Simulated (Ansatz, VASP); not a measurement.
**W: VASP beside Ansatz**

File INCAR:

```
SYSTEM = W
PREC = Accurate
ENCUT = 520
EDIFF = 1E-6
ISMEAR = 0
SIGMA = 0.15
LREAL = .False.
LASPH = .True.
NELM = 100
ALGO = Fast
ISIF = 2
LWAVE = .False.
LCHARG = .False.
GGA = CA
NBANDS = 13
```

Contents of KPOINTS:

```
Automatic mesh
0
Gamma
  20 20 20
  0 0 0
```

POSCAR

```
W
1.0
   -0.1489859088      1.9864787842      1.9864787842
    1.8374928754      0.0000000000      1.8374928754
    1.9864787842      1.9864787842     -0.1489859088
W
1
Direct
    0.0000000000      0.0000000000      0.0000000000
```

Input for Ansatz:

```yaml
crystal:
  lattice:
    - [-0.1489859088, 1.9864787842, 1.9864787842]
    - [1.8374928754, 0.0, 1.8374928754]
    - [1.9864787842, 1.9864787842, -0.1489859088]
  atoms:
    - { symbol: W, position: [0.0, 0.0, 0.0] }
basis:
  ecutwfc: 420
kpoints:
  mp_grid: { grid: [20, 20, 20] }
hamiltonian:
  xc: lda
  pseudopotentials: { kind: paw, azcp: { folder: soft_1 } }
scf:
  occupations: { method: gaussian, width: 0.15 }
output:
  forces: true
  stress: true
  eigenvalues: true
  write_density: true
  write_potential: true
  elf: true
  volumetric_format: npy
```

Change from the starting cell: engineering shear strain xz -0.1500, normal strain along z +0.0000.

Alike in both runs: task single point; functional LDA; k mesh 20 × 20 × 20; occupations gaussian, width 0.15 eV; no spin polarisation.

```csv
,VASP,Ansatz
version,VASP 6.6.1,Ansatz 0.2.0
potentials or method,"VASP PAW LDA potentials, release 64 (W_sv), cutoff 520 eV","scalar-relativistic, plane waves, PAW"
valence electrons in the cell,14,14
```

```tsv
	VASP	Ansatz	Ansatz less VASP
gap on the k mesh at the Fermi level (eV)	none	none	-
pressure (GPa)	7.6	5.7	-1.93
traceless stress, the component that is largest in VASP (GPa)	6.18	5.76	-0.420
```

Ansatz warns that its potentials were made for another functional, while VASP's fit it. LDA's correlation is that of Perdew and Zunger in VASP and of Perdew and Wang (1992) in Ansatz. A gap of «none» marks a metal or a gap that the smearing closes.

Spin-orbit coupling is off throughout.
